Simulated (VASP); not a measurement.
# HfO2 (fluorite type) in VASP: notebook

The runs below take HfO2 (fluorite type) through single point, with HSE06.

All numbers are computed with VASP 6.6.1; they aren't measurements. Logs are shortened: lines on timing, memory, paths and dates and some standing lists are left out, and cuts for length are marked.

### Step 1. The cell of the first run

Symmetry: Fm-3m, No. 225, cubic system. The conventional cell has a = 5.137 Å, b = 5.137 Å, c = 5.137 Å, α = 90.00°, β = 90.00°, γ = 90.00°. Within 2.9 Å of Hf (site symmetry m-3m) lie 8 O at 2.22 Å. O (site symmetry -43m) has 4 Hf at 2.22 Å and 6 O at 2.57 Å within 2.9 Å.

### Step 2. Single point, HSE06

POSCAR reads:

```
HfO2
1.0
    0.0000000000      2.5683590887      2.5683590887
    2.5683590887      0.0000000000      2.5683590887
    2.5683590887      2.5683590887      0.0000000000
Hf O
1 2
Direct
    0.0000000000      0.0000000000      0.0000000000
    0.2500000000      0.2500000000      0.2500000000
    0.7500000000      0.7500000000      0.7500000000
```

INCAR.step1 reads:

```
ALGO     = Normal         # electronic algorithm
EDIFF    = 1E-5           # SCF threshold, eV
ENCUT    = 520            # plane-wave cutoff, eV
GGA      = PE             # functional
ISIF     = 2              # what is computed and relaxed
ISMEAR   = -1             # smearing method
LASPH    = True           # aspherical terms in the spheres
LREAL    = False          # projectors in reciprocal space
LWAVE    = True           # write WAVECAR
NBANDS   = 18             # bands
NELM     = 100            # most SCF steps
PREC     = Accurate       # precision mode
SIGMA    = 0.05           # smearing width, eV
```

INCAR.step2 reads:

```
ALGO     = Normal         # electronic algorithm
EDIFF    = 1E-6           # SCF threshold, eV
ENCUT    = 520            # plane-wave cutoff, eV
GGA      = PE             # functional
HFSCREEN = 0.2079         # screening, 1/A
ISIF     = 2              # what is computed and relaxed
ISMEAR   = -1             # smearing method
ISTART   = 1            
LASPH    = True           # aspherical terms in the spheres
LCHARG   = True           # write CHGCAR
LELF     = True           # ELF
LHFCALC  = True           # exact exchange
LREAL    = False          # projectors in reciprocal space
LVHAR    = True         
LWAVE    = False          # write WAVECAR
NBANDS   = 18             # bands
NELM     = 100            # most SCF steps
PREC     = Accurate       # precision mode
PRECFOCK = Normal       
SIGMA    = 0.05           # smearing width, eV
```

KPOINTS reads:

```
k-points
0
Gamma
  4 4 4
```

Potentials or basis: VASP PAW PBE potentials, release 64 (Hf_pv, O).

Command:

```sh
$ cat potpaw_PBE.64/Hf_pv/POTCAR potpaw_PBE.64/O/POTCAR > POTCAR
$ cp INCAR.step1 INCAR
$ mpirun -np 1 vasp_std > vasp.out
$ cp INCAR.step2 INCAR
$ mpirun -np 1 vasp_std > vasp.out
```

OUTCAR:

```text
EDIFF = 1E-6
   ENCUT = 520
   GGA = PE
   HFSCREEN = 0.2079
   ISIF = 2
   ISMEAR = -1
   ISTART = 1
   LASPH = True
   LHFCALC = True
   LREAL = False
   NELM = 100
   PREC = Accurate
   PRECFOCK = Normal

 ion  position               nearest neighbor table
   1  0.000  0.000  0.000-   2 2.22   3 2.22   3 2.22   3 2.22   3 2.22   2 2.22   2 2.22   2 2.22

   2  0.250  0.250  0.250-   1 2.22   1 2.22   1 2.22   1 2.22
   3  0.750  0.750  0.750-   1 2.22   1 2.22   1 2.22   1 2.22

  LATTYP: Found a face centered cubic cell.
 ALAT       =     5.1367181774

  Lattice vectors:

 A1 = (   0.0000000000,   2.5683590887,   2.5683590887)
 A2 = (   2.5683590887,   0.0000000000,   2.5683590887)
 A3 = (   2.5683590887,   2.5683590887,   0.0000000000)

Analysis of symmetry for initial positions (statically):
=====================================================================
 Subroutine PRICEL returns:
 Original cell was already a primitive cell.

 Routine SETGRP: Setting up the symmetry group for a
 face centered cubic supercell.

 Subroutine GETGRP returns: Found 48 space group operations
 (whereof 48 operations were pure point group operations)
 out of a pool of 48 trial point group operations.

The static configuration has the point symmetry O_h .

Analysis of symmetry for dynamics (positions and initial velocities):
=====================================================================
 Subroutine PRICEL returns:
 Original cell was already a primitive cell.

 Routine SETGRP: Setting up the symmetry group for a
 face centered cubic supercell.

 Subroutine GETGRP returns: Found 48 space group operations
 (whereof 48 operations were pure point group operations)
 out of a pool of 48 trial point group operations.

The dynamic configuration has the point symmetry O_h .

 Subroutine INISYM returns: Found 48 space group operations
 (whereof 48 operations are pure point group operations),
 and found     1 'primitive' translations

----------------------------------------------------------------------------------------

                                     Primitive cell

  volume of cell :      33.8842

  direct lattice vectors                    reciprocal lattice vectors
     0.000000000  2.568359089  2.568359089    -0.194676828  0.194676828  0.194676828
     2.568359089  0.000000000  2.568359089     0.194676828 -0.194676828  0.194676828
     2.568359089  2.568359089  0.000000000     0.194676828  0.194676828 -0.194676828

  length of vectors
[... 76 lines left out ...]
   TEBEG  =    0.0;   TEEND  =   0.0 temperature during run
   PSTRESS=    0.0 pullay stress
   NELECT =      22.0000    total number of electrons
   NUPDOWN=      -1.0000    fix difference up-down
   EMIN   =  10.00;   EMAX   =-10.00  energy-range for DOS
   EFERMI =   0.00;   METHOD = LEGACY
   ISMEAR =    -1;   SIGMA  =   0.05  broadening in eV -4-tet -1-fermi 0-gaus
   EFERMI_NEDOS =   21; number of points for ismear=-14 and -15
   IALGO  =     38    algorithm
   IMIX   =      1    mixing-type and parameters
     AMIX     =   0.40;   BMIX     =  1.00
     AMIX_MAG =   1.60;   BMIX_MAG =  1.00
  volume/ion in A,a.u.               =      11.29        76.22
  Fermi-wavevector in a.u.,A,eV,Ry     =   1.417588  2.678853 27.341660  2.009555
  Thomas-Fermi vector in A             =   2.538802
   LORBIT       =      0    0 simple, 1 ext, 2 COOP (PROOUT), +10 PAW based schemes
   GGA     = PE    functional components
   LHFCALC =     T    Hartree Fock is set to
   PRECFOCK=normal    Normal, Fast or Accurate (Low or Medium for compatibility)
   ENCUT4O =  -1.0   cutoff for four orbital integrals eV
   NKREDX  =     1    reduce k-point grid by
   NKREDY  =     1    reduce k-point grid by
   NKREDZ  =     1    reduce k-point grid by
   AEXX    =    0.2500 exact exchange contribution
   HFSCREEN=    0.2079 screening length (either q_TF or 0.3 A-1)
   HFSCREENC=   0.2079 screening length for correlation (either q_TF or 0.3 A-1)
   ENCUTFOCK=  -1.0 apply spherical cutoff to Coloumb kernel
   IVDW    =     0    specifies the selected vdW correction
   LEPSILON=     F    determine dielectric tensor
   LRPA    =     F    only Hartree local field effects (RPA)
 non-spin polarized calculation
  energy-cutoff  :      520.00
  volume of cell :       33.88
 maximum number of plane-waves:       941
 NGX is ok and might be reduce to    28
  NGX = 24; NGY = 24; NGZ = 24

 number of electron      21.9999994 magnetization

 Free energy of the ion-electron system (eV)
  ---------------------------------------------------
  ext. energy  EPLUGINS =         0.00000000
  ---------------------------------------------------
  free energy    TOTEN  =       -36.15937662 eV

  energy without entropy =      -36.15937662  energy(sigma->0) =      -36.15937662

 E-fermi :   4.0102     XC(G=0):  -9.5340

 val. band max:        2.9200903416   @ k =   0.5000   0.5000   0.0000
 cond. band min:       8.1391449874   @ k =   0.5000   0.5000   0.0000
 fundamental gap:      5.2190546458
 Fermi energy:         4.0102279895

 k-point     1 :       0.0000    0.0000    0.0000
  band No.  band energies     occupation
      1     -28.4940      2.00000
      2     -28.4940      2.00000
      3     -28.4940      2.00000
      4     -17.2837      2.00000
      5     -14.2844      2.00000
      6      -2.6123      2.00000
[... 145 lines left out ...]
      5     -15.3495      2.00000
      6      -2.6204      2.00000
[... 10 lines left out ...]
     17      17.2690      0.00000
     18      18.2589      0.00000

------------------------ aborting loop because EDIFF is reached ----------------------------------------

  FORCE on cell =-STRESS in cart. coord.  units (eV):
  Direction    XX          YY          ZZ          XY          YZ          ZX
  --------------------------------------------------------------------------------------
  -------------------------------------------------------------------------------------
  Total       -3.3879598     -3.3879598     -3.3879598     -0.0000000      0.0000000     -0.0000000
  in kB     -160.1959785   -160.1959785   -160.1959785     -0.0000000      0.0000000     -0.0000000
  external PRESSURE =    -160.1959785 kB  Pullay stress =       0.0000000 kB

 VOLUME and BASIS-vectors are now :
 -----------------------------------------------------------------------------
  energy-cutoff  :      520.00
  volume of cell :       33.88
      direct lattice vectors                 reciprocal lattice vectors
     0.000000000  2.568359089  2.568359089    -0.194676828  0.194676828  0.194676828
     2.568359089  0.000000000  2.568359089     0.194676828 -0.194676828  0.194676828
     2.568359089  2.568359089  0.000000000     0.194676828  0.194676828 -0.194676828

 POSITION                                       TOTAL-FORCE (eV/Angst)
 -----------------------------------------------------------------------------------
      0.00000      0.00000      0.00000         0.000000     -0.000000      0.000000
      1.28418      1.28418      1.28418        -0.000000     -0.000000     -0.000000
      3.85254      3.85254      3.85254         0.000000      0.000000      0.000000
 -----------------------------------------------------------------------------------
    total drift:                                0.000001      0.000002     -0.000003

  FREE ENERGIE OF THE ION-ELECTRON SYSTEM (eV)
  ---------------------------------------------------
  free  energy   TOTEN  =       -36.1593766216 eV

  energy  without entropy=      -36.1593766215  energy(sigma->0) =      -36.15937662
```

OSZICAR.step1:

```text
N       E                     dE             d eps       ncg     rms          rms(c)
DAV:   1     0.792863958729E+02    0.79286E+02   -0.12956E+04   296   0.121E+03
DAV:   2    -0.324097515490E+02   -0.11170E+03   -0.10801E+03   366   0.285E+02
DAV:   3    -0.360514475902E+02   -0.36417E+01   -0.36291E+01   346   0.432E+01
DAV:   4    -0.360715891551E+02   -0.20142E-01   -0.20136E-01   358   0.356E+00
DAV:   5    -0.360717060445E+02   -0.11689E-03   -0.11689E-03   314   0.263E-01    0.441E+01
DAV:   6    -0.303754100274E+02    0.56963E+01   -0.21056E+01   288   0.320E+01    0.394E+01
DAV:   7    -0.302593402602E+02    0.11607E+00   -0.67492E-01   324   0.679E+00    0.282E+01
DAV:   8    -0.302399702760E+02    0.19370E-01   -0.35993E-01   308   0.539E+00    0.977E+00
DAV:   9    -0.302129765591E+02    0.26994E-01   -0.71453E-02   298   0.232E+00    0.273E+00
DAV:  10    -0.302134477951E+02   -0.47124E-03   -0.34114E-03   308   0.442E-01    0.994E-02
DAV:  11    -0.302134580874E+02   -0.10292E-04   -0.19502E-04   330   0.111E-01    0.238E-01
DAV:  12    -0.302134754156E+02   -0.17328E-04   -0.49319E-05   312   0.468E-02    0.311E-02
DAV:  13    -0.302134762371E+02   -0.82153E-06   -0.16287E-06   216   0.969E-03
   1 F= -.30213476E+02 E0= -.30213476E+02  d E =-.194290E-10
```

Run time: 10 min. Hardware: 1 thread of Intel Xeon Platinum 8259CL at 2.50GHz (Skylake/Cascade Lake), shared host; peak memory 0.27 GiB.

What came out:

```yaml
Free_energy: -36.1594 eV
Pressure: -16.0 GPa
Band_gap_on_the_k_mesh: 5.22 eV
```

Caveat: the k points lie up to 0.53 Å⁻¹ apart; the PAW data sets were made with another functional, which shifts forces and pressure a little; spin-orbit coupling is left out, which moves the levels of the heavy elements.

(Part 1 of 2 ends here.)
